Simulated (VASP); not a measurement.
# BN (P4/mmm) in VASP: notebook, part 2 of 3

VASP 6.6.1. The steps go on from the part before.

## Step 3: Single point, PBE

This run uses another cell than the first one, of 9.63 Å³/atom.

INCAR

```
PREC = Accurate
ENCUT = 520
EDIFF = 1E-7
ISMEAR = 0
SIGMA = 0.1
LREAL = F
LASPH = T
NELM = 80
ALGO = Normal
ISIF = 2
LWAVE = F
LCHARG = F
GGA = PE
NBANDS = 26
```

KPOINTS

```
Automatic mesh
0
Gamma
  4 4 6
```

POSCAR

```
BN
1.0
    4.7713461716      0.0000000000      0.0000000000
    0.0000000000      4.7713461716      0.0000000000
    0.0000000000      0.0000000000      3.3826633201
B N
4 4
Direct
    0.2696806876      0.0000000000      0.5000000000
    0.7303193124      0.0000000000      0.5000000000
    0.0000000000      0.2696806876      0.5000000000
    0.0000000000      0.7303193124      0.5000000000
    0.5000000000      0.0000000000      0.8114486158
    0.0000000000      0.5000000000      0.8114486158
    0.5000000000      0.0000000000      0.1885513842
    0.0000000000      0.5000000000      0.1885513842
```

Potentials or basis: VASP PAW PBE potentials, release 64 (B, N).

On the command line:

```sh
> cat potpaw_PBE.64/B/POTCAR potpaw_PBE.64/N/POTCAR > POTCAR
> mpirun -np 1 vasp_std > vasp.out
```

OUTCAR:

```text
PREC = Accurate
   ENCUT = 520
   EDIFF = 1E-7
   ISMEAR = 0
   LREAL = F
   LASPH = T
   NELM = 80
   ISIF = 2
   GGA = PE

 ion  position               nearest neighbor table
   1  0.270  0.000  0.500-   5 1.52   7 1.52   3 1.82   4 1.82
   2  0.730  0.000  0.500-   5 1.52   7 1.52   3 1.82   4 1.82
   3  0.000  0.270  0.500-   6 1.52   8 1.52   1 1.82   2 1.82
   4  0.000  0.730  0.500-   6 1.52   8 1.52   1 1.82   2 1.82
   5  0.500  0.000  0.811-   7 1.28   2 1.52   1 1.52
   6  0.000  0.500  0.811-   8 1.28   4 1.52   3 1.52
   7  0.500  0.000  0.189-   5 1.28   2 1.52   1 1.52
   8  0.000  0.500  0.189-   6 1.28   4 1.52   3 1.52

  LATTYP: Found a simple tetragonal cell.
 ALAT       =     4.7713461716
 C/A-ratio  =     0.7089536576

  Lattice vectors:

 A1 = (   4.7713461716,   0.0000000000,   0.0000000000)
 A2 = (   0.0000000000,   4.7713461716,   0.0000000000)
 A3 = (   0.0000000000,   0.0000000000,   3.3826633201)

Analysis of symmetry for initial positions (statically):
=====================================================================
 Subroutine PRICEL returns:
 Original cell was already a primitive cell.

 Routine SETGRP: Setting up the symmetry group for a
 simple tetragonal supercell.

 Subroutine GETGRP returns: Found 16 space group operations
 (whereof 16 operations were pure point group operations)
 out of a pool of 16 trial point group operations.

The static configuration has the point symmetry D_4h.

Analysis of symmetry for dynamics (positions and initial velocities):
=====================================================================
 Subroutine PRICEL returns:
 Original cell was already a primitive cell.

 Routine SETGRP: Setting up the symmetry group for a
 simple tetragonal supercell.

 Subroutine GETGRP returns: Found 16 space group operations
 (whereof 16 operations were pure point group operations)
 out of a pool of 16 trial point group operations.

The dynamic configuration has the point symmetry D_4h.

 Subroutine INISYM returns: Found 16 space group operations
 (whereof 16 operations are pure point group operations),
 and found     1 'primitive' translations

----------------------------------------------------------------------------------------

                                     Primitive cell

  volume of cell :      77.0088

  direct lattice vectors                    reciprocal lattice vectors
     4.771346172  0.000000000  0.000000000     0.209584458  0.000000000  0.000000000
     0.000000000  4.771346172  0.000000000     0.000000000  0.209584458  0.000000000
     0.000000000  0.000000000  3.382663320     0.000000000  0.000000000  0.295625046

  length of vectors
     4.771346172  4.771346172  3.382663320     0.209584458  0.209584458  0.295625046

  position of ions in fractional coordinates (direct lattice)
     0.269680688  0.000000000  0.500000000
     0.730319312  0.000000000  0.500000000
     0.000000000  0.269680688  0.500000000
     0.000000000  0.730319312  0.500000000
[... 41 lines left out ...]

 Following reciprocal coordinates:
            Coordinates               Weight
  0.000000  0.000000  0.000000      1.000000
  0.250000  0.000000  0.000000      4.000000
  0.500000  0.000000  0.000000      2.000000
  0.250000  0.250000  0.000000      4.000000
  0.500000  0.250000  0.000000      4.000000
  0.500000  0.500000  0.000000      1.000000
[... 16 lines left out ...]
  0.500000  0.250000  0.500000      4.000000
  0.500000  0.500000  0.500000      1.000000
   k-points           NKPTS =     24   k-points in BZ     NKDIM =     24   number of bands    NBANDS=     26
   number of dos      NEDOS =    301   number of ions     NIONS =      8
   total plane-waves  NPLWV =  36288
   dimension x,y,z NGX =    36 NGY =   36 NGZ =   28
   dimension x,y,z NGXF=    72 NGYF=   72 NGZF=   56
   ions per type =               4   4
   NGX,Y,Z   is equivalent  to a cutoff of  12.54, 12.54, 13.76 a.u.
   NGXF,Y,Z  is equivalent  to a cutoff of  25.09, 25.09, 27.52 a.u.
 SYSTEM =  unknown system
   PREC   = accura    normal or accurate (medium, high low for compatibility)
   ISTART =      0    job   : 0-new  1-cont  2-samecut
   ICHARG =      2    charge: 1-file 2-atom 10-const
   ISPIN  =      1    spin polarized calculation?
   LNONCOLLINEAR =      F non collinear calculations
   LSORBIT =      F    spin-orbit coupling
   LASPH  =      T    aspherical Exc in radial PAW
   ENCUT  =  520.0 eV  38.22 Ry    6.18 a.u.   8.87  8.87  6.29*2*pi/ulx,y,z
   NELM   =     80;   NELMIN=  2; NELMDL= -5     # of ELM steps
   EDIFF  = 0.1E-06   stopping-criterion for ELM
   LREAL  =      F    real-space projection
   EDIFFG = 0.1E-05   stopping-criterion for IOM
   NSW    =      0    number of steps for IOM
   IBRION =     -1    ionic relax: 0-MD 1-quasi-New 2-CG
   NFREE  =      0    steps in history (QN), initial steepest desc. (CG)
   ISIF   =      2    stress and relaxation
   ISYM   =      2    0-nonsym 1-usesym 2-fastsym
   POTIM  = 0.5000    time-step for ionic-motion
   TEBEG  =    0.0;   TEEND  =   0.0 temperature during run
   PSTRESS=    0.0 pullay stress
   NELECT =      32.0000    total number of electrons
   NUPDOWN=      -1.0000    fix difference up-down
   EMIN   =  10.00;   EMAX   =-10.00  energy-range for DOS
   EFERMI =   0.00;   METHOD = LEGACY
   ISMEAR =     0;   SIGMA  =   0.10  broadening in eV -4-tet -1-fermi 0-gaus
   EFERMI_NEDOS =   21; number of points for ismear=-14 and -15
   IALGO  =     38    algorithm
   IMIX   =      4    mixing-type and parameters
     AMIX     =   0.40;   BMIX     =  1.00
     AMIX_MAG =   1.60;   BMIX_MAG =  1.00
  volume/ion in A,a.u.               =       9.63        64.96
  Fermi-wavevector in a.u.,A,eV,Ry     =   1.221644  2.308572 20.305521  1.492414
  Thomas-Fermi vector in A             =   2.356819
   LORBIT       =      0    0 simple, 1 ext, 2 COOP (PROOUT), +10 PAW based schemes
   GGA     = PE    functional components
   LHFCALC =     F    Hartree Fock is set to
   AEXX    =    0.0000 exact exchange contribution
   IVDW    =     0    specifies the selected vdW correction
   LEPSILON=     F    determine dielectric tensor
   LRPA    =     F    only Hartree local field effects (RPA)
 non-spin polarized calculation
 Gauss-broadening in eV      SIGMA  =   0.10
  energy-cutoff  :      520.00
  volume of cell :       77.01
 maximum number of plane-waves:      2108
 NGX is ok and might be reduce to    36
   NGX = 17   NGY = 17   NGZ = 13

 number of electron      31.9999994 magnetization

 Free energy of the ion-electron system (eV)
  ---------------------------------------------------
  ext. energy  EPLUGINS =         0.00000000
  ---------------------------------------------------
  free energy    TOTEN  =       -59.86628627 eV

  energy without entropy =      -59.86265887  energy(sigma->0) =      -59.86447257

 E-fermi :   3.7039     XC(G=0):  -9.7221

 val. band max:        3.5589810479   @ k =   0.2500   0.0000   0.0000
 cond. band min:       3.7178989299   @ k =   0.5000   0.0000   0.3333
 fundamental gap:      0.1589178820
 Fermi energy:         3.7039233113

 k-point     1 :       0.0000    0.0000    0.0000
  band No.  band energies     occupation
      1     -18.6961      2.00000
      2     -18.3316      2.00000
      3      -9.5853      2.00000
      4      -9.1648      2.00000
      5      -8.3104      2.00000
      6      -7.7515      2.00000
[... 685 lines left out ...]
     25      13.7881      0.00000
     26      13.7881      0.00000

------------------------ aborting loop because EDIFF is reached ----------------------------------------

  FORCE on cell =-STRESS in cart. coord.  units (eV):
  Direction    XX          YY          ZZ          XY          YZ          ZX
  --------------------------------------------------------------------------------------
  -------------------------------------------------------------------------------------
  Total       -0.0442186     -0.0442186      0.0208336      0.0000000      0.0000000      0.0000000
  in kB       -0.9199723     -0.9199723      0.4334463      0.0000000      0.0000000      0.0000000
  external PRESSURE =      -0.4688328 kB  Pullay stress =       0.0000000 kB

 VOLUME and BASIS-vectors are now :
 -----------------------------------------------------------------------------
  energy-cutoff  :      520.00
  volume of cell :       77.01
      direct lattice vectors                 reciprocal lattice vectors
     4.771346172  0.000000000  0.000000000     0.209584458  0.000000000  0.000000000
     0.000000000  4.771346172  0.000000000     0.000000000  0.209584458  0.000000000
     0.000000000  0.000000000  3.382663320     0.000000000  0.000000000  0.295625046

 POSITION                                       TOTAL-FORCE (eV/Angst)
 -----------------------------------------------------------------------------------
      1.28674      0.00000      1.69133        -0.010301      0.000000      0.000000
      3.48461      0.00000      1.69133         0.010301     -0.000000     -0.000000
      0.00000      1.28674      1.69133        -0.000000     -0.010301     -0.000000
      0.00000      3.48461      1.69133        -0.000000      0.010301     -0.000000
      2.38567      0.00000      2.74486         0.000000      0.000000     -0.062714
      0.00000      2.38567      2.74486         0.000000      0.000000     -0.062714
      2.38567      0.00000      0.63781         0.000000      0.000000      0.062714
      0.00000      2.38567      0.63781         0.000000      0.000000      0.062714
 -----------------------------------------------------------------------------------
    total drift:                                0.000000      0.000000      0.000000

  FREE ENERGIE OF THE ION-ELECTRON SYSTEM (eV)
  ---------------------------------------------------
  free  energy   TOTEN  =       -59.8662862691 eV

  energy  without entropy=      -59.8626588681  energy(sigma->0) =      -59.86447257
```

Wall time 26 s (1 thread of Intel Xeon Platinum 8559C (Emerald Rapids), shared host); peak memory 0.19 GiB.

Results:

```yaml
Free_energy: -59.8663 eV
Pressure: 0.0 GPa
Largest_force: 0.063 eV/Å
Band_gap_on_the_k_mesh: zero (bands 16 and 17 overlap by 2.27 eV)
```

Forces in eV/Å, atoms in the order of the input:
```
B   -0.010  0.000  0.000
B    0.010  0.000  0.000
B    0.000 -0.010  0.000
B    0.000  0.010  0.000
N    0.000  0.000 -0.063
N    0.000  0.000 -0.063
N    0.000  0.000  0.063
N    0.000  0.000  0.063
```

## Step 4: Relaxation of cell and atoms, PBE

INCAR

```
ALGO = Normal ; EDIFF = 1E-6
EDIFFG = -0.04 ; ENCUT = 600
GGA = PE ; IBRION = 2
ISIF = 3 ; ISMEAR = 0
LASPH = True ; LCHARG = False
LREAL = False ; LWAVE = False
NELM = 100 ; NSW = 90
PREC = Accurate ; SIGMA = 0.1
```

KPOINTS

```
k-points
0
Gamma
  4 4 6
```

POSCAR

```
BN
1.0
    4.1221119800      0.0000000000      0.0000000000
    0.0000000000      4.1221119800      0.0000000000
    0.0000000000      0.0000000000      3.3177623400
B N
4 4
Direct
    0.2422528100      0.0000000000      0.5000000000
    0.7577471900      0.0000000000      0.5000000000
    0.0000000000      0.2422528100      0.5000000000
    0.0000000000      0.7577471900      0.5000000000
    0.5000000000      0.0000000000      0.7874207200
    0.0000000000      0.5000000000      0.7874207200
    0.5000000000      0.0000000000      0.2125792800
    0.0000000000      0.5000000000      0.2125792800
```

Potentials or basis: VASP PAW PBE potentials, release 64 (B, N).

On the command line:

```sh
> cat potpaw_PBE.64/B/POTCAR potpaw_PBE.64/N/POTCAR > POTCAR
> mpirun -np 1 vasp_std > vasp.out
```

OUTCAR:

```text
EDIFF = 1E-6
   EDIFFG = -0.04
   ENCUT = 600
   GGA = PE
   IBRION = 2
   ISIF = 3
   ISMEAR = 0
   LASPH = True
   LREAL = False
   NELM = 100
   NSW = 90
   PREC = Accurate

 ion  position               nearest neighbor table
   1  0.242  0.000  0.500-   3 1.41   4 1.41   5 1.43   7 1.43   2 2.00   2 2.12
   2  0.758  0.000  0.500-   3 1.41   4 1.41   5 1.43   7 1.43   1 2.00   1 2.12
   3  0.000  0.242  0.500-   1 1.41   2 1.41   6 1.43   8 1.43   4 2.00   4 2.12
   4  0.000  0.758  0.500-   1 1.41   2 1.41   6 1.43   8 1.43   3 2.00   3 2.12
   5  0.500  0.000  0.787-   7 1.41   2 1.43   1 1.43
   6  0.000  0.500  0.787-   8 1.41   4 1.43   3 1.43
   7  0.500  0.000  0.213-   5 1.41   2 1.43   1 1.43
   8  0.000  0.500  0.213-   6 1.41   4 1.43   3 1.43

  LATTYP: Found a simple tetragonal cell.
 ALAT       =     4.1221119800
 C/A-ratio  =     0.8048695320

  Lattice vectors:

 A1 = (   4.1221119800,   0.0000000000,   0.0000000000)
 A2 = (   0.0000000000,   4.1221119800,   0.0000000000)
 A3 = (   0.0000000000,   0.0000000000,   3.3177623400)

Analysis of symmetry for initial positions (statically):
=====================================================================
 Subroutine PRICEL returns:
 Original cell was already a primitive cell.

 Routine SETGRP: Setting up the symmetry group for a
[... 176 lines left out ...]
  ---------------------------------------------------
  ext. energy  EPLUGINS =         0.00000000
  ---------------------------------------------------
  free energy    TOTEN  =       -51.25609063 eV

  energy without entropy =      -51.24621797  energy(sigma->0) =      -51.25115430

------------------------ aborting loop because EDIFF is reached ----------------------------------------

  FORCE on cell =-STRESS in cart. coord.  units (eV):
  Direction    XX          YY          ZZ          XY          YZ          ZX
  --------------------------------------------------------------------------------------
  -------------------------------------------------------------------------------------
  Total       39.1000059     39.1000059      9.3026703      0.0000000      0.0000000      0.0000000
  in kB     1111.2264279   1111.2264279    264.3829040      0.0000000      0.0000000      0.0000000
  external PRESSURE =     828.9452533 kB  Pullay stress =       0.0000000 kB
[... 1276 lines left out ...]
     20       4.5614      0.00000
     21       5.7210      0.00000

[... ionic steps 4 to 15 ...]

--------------------------------------- Ionic step       16  -------------------------------------------

 number of electron      31.9999994 magnetization

------------------------ aborting loop because EDIFF is reached ----------------------------------------
[... 79 lines left out ...]
--------------------------------------- Ionic step       18  -------------------------------------------

 number of electron      31.9999993 magnetization

 Free energy of the ion-electron system (eV)
  ---------------------------------------------------
  ext. energy  EPLUGINS =         0.00000000
  ---------------------------------------------------
  free energy    TOTEN  =       -59.83243701 eV

  energy without entropy =      -59.82881700  energy(sigma->0) =      -59.83062701

 E-fermi :   3.7483     XC(G=0):  -9.7437

 val. band max:        3.6021838603   @ k =   0.2500   0.0000   0.0000
 cond. band min:       3.7650541421   @ k =   0.5000   0.0000   0.3333
 fundamental gap:      0.1628702818
 Fermi energy:         3.7482608437
[... 609 lines left out ...]
  FREE ENERGIE OF THE ION-ELECTRON SYSTEM (eV)
  ---------------------------------------------------
  free  energy   TOTEN  =       -59.8324370112 eV

  energy  without entropy=      -59.8288169996  energy(sigma->0) =      -59.83062701

 reached required accuracy - stopping structural energy minimisation
```

OSZICAR:

```text
N       E                     dE             d eps       ncg     rms          rms(c)
DAV:   1     0.186007414350E+03    0.18601E+03   -0.19025E+04  1008   0.165E+03
DAV:   2    -0.492502440715E+02   -0.23526E+03   -0.22320E+03  1382   0.375E+02
DAV:   3    -0.594172635081E+02   -0.10167E+02   -0.98839E+01  1239   0.790E+01
[... 187 lines left out ...]
DAV:   2    -0.598326182750E+02    0.24454E-02   -0.71116E-03  1153   0.680E-01    0.871E-02
DAV:   3    -0.598324972116E+02    0.12106E-03   -0.75225E-04  1183   0.197E-01    0.458E-02
DAV:   4    -0.598324434956E+02    0.53716E-04   -0.12048E-04  1216   0.738E-02    0.144E-02
DAV:   5    -0.598324373105E+02    0.61851E-05   -0.25018E-05  1198   0.378E-02    0.514E-03
DAV:   6    -0.598324370112E+02    0.29930E-06   -0.22756E-06   829   0.125E-02
  18 F= -.59832437E+02 E0= -.59830627E+02  d E =-.157656E-02
```

CONTCAR:

```text
BN
   1.00000000000000
     4.7591675195761427   -0.0000000000000000    0.0000000000000000
    -0.0000000000000000    4.7591675195761427   -0.0000000000000000
     0.0000000000000000    0.0000000000000000    3.3840466897934856
  B               N
     4     4
Direct
     0.2695414118106099    0.0000000000000000    0.5000000000000000
     0.7304585881893901    0.0000000000000000    0.5000000000000000
     0.0000000000000000    0.2695414118106099    0.5000000000000000
     0.0000000000000000    0.7304585881893901    0.5000000000000000
     0.5000000000000000    0.0000000000000000    0.8113407404942509
     0.0000000000000000    0.5000000000000000    0.8113407404942509
     0.5000000000000000    0.0000000000000000    0.1886592595057493
     0.0000000000000000    0.5000000000000000    0.1886592595057493

  0.00000000E+00  0.00000000E+00  0.00000000E+00
  0.00000000E+00  0.00000000E+00  0.00000000E+00
  0.00000000E+00  0.00000000E+00  0.00000000E+00
  0.00000000E+00  0.00000000E+00  0.00000000E+00
  0.00000000E+00  0.00000000E+00  0.00000000E+00
  0.00000000E+00  0.00000000E+00  0.00000000E+00
  0.00000000E+00  0.00000000E+00  0.00000000E+00
  0.00000000E+00  0.00000000E+00  0.00000000E+00
```

Wall time 4.9 min (1 thread of Intel Xeon Platinum 8559C (Emerald Rapids), shared host); peak memory 0.19 GiB.

What came out:

* Free energy: -59.8324 eV
* Relaxed volume: 9.58 Å³/atom
* Relaxed cell: a = 4.759 Å, b = 4.759 Å, c = 3.384 Å, α = 90.00°, β = 90.00°, γ = 90.00°
* Space group after relaxing (to 0.1 Å): P4/mmm (No. 123)
* Pressure after relaxing: 0.0 GPa
* Largest force after relaxing: 0.016 eV/Å
* Band gap on the k mesh: zero (bands 16 and 17 overlap by 2.27 eV)

Forces on the atoms (eV/Å):
```
B    0.002  0.000  0.000
B   -0.002  0.000  0.000
B    0.000  0.002  0.000
B    0.000 -0.002  0.000
N    0.000  0.000  0.016
N    0.000  0.000  0.016
N    0.000  0.000 -0.016
N    0.000  0.000 -0.016
```

Final structure:
```xyz
8
Lattice="4.7592 0.0000 0.0000 0.0000 4.7592 0.0000 0.0000 0.0000 3.3840" Properties=species:S:1:pos:R:3 pbc="T T T"
B     1.2828    0.0000    1.6920
B     3.4764    0.0000    1.6920
B     0.0000    1.2828    1.6920
B     0.0000    3.4764    1.6920
N     2.3796    0.0000    2.7456
N     0.0000    2.3796    2.7456
N     2.3796    0.0000    0.6384
N     0.0000    2.3796    0.6384
```

Levels at points of the mesh, in eV from the Fermi level:
| k point | band 14 | band 15 | band 16 | band 17 | band 18 | band 19 |
| --- | --- | --- | --- | --- | --- | --- |
| (0.00, 0.00, 0.00) | -1.40 | -0.32 | -0.32 | 1.10 | 1.10 | 3.94 |
| (0.50, 0.00, 0.00) | -1.58 | -1.23 | 0.05 | 1.00 | 1.04 | 5.64 |
| (0.50, 0.50, 0.00) | -2.83 | -2.70 | 0.57 | 0.99 | 1.48 | 6.56 |
| (0.00, 0.00, 0.50) | -2.94 | -2.94 | -0.91 | 1.24 | 2.34 | 2.34 |
| (0.50, 0.00, 0.50) | -4.26 | -3.74 | 0.33 | 0.79 | 2.51 | 2.53 |
| (0.50, 0.50, 0.50) | -3.05 | -2.28 | -2.28 | -1.65 | 3.93 | 4.78 |

Caveat: the k points lie up to 0.33 Å⁻¹ apart in the final cell, too coarse for converged energies and pressures of a metal; the volume moved by over 15 % at a fixed basis, so the end points are rough.

[end of part 2 of 3]
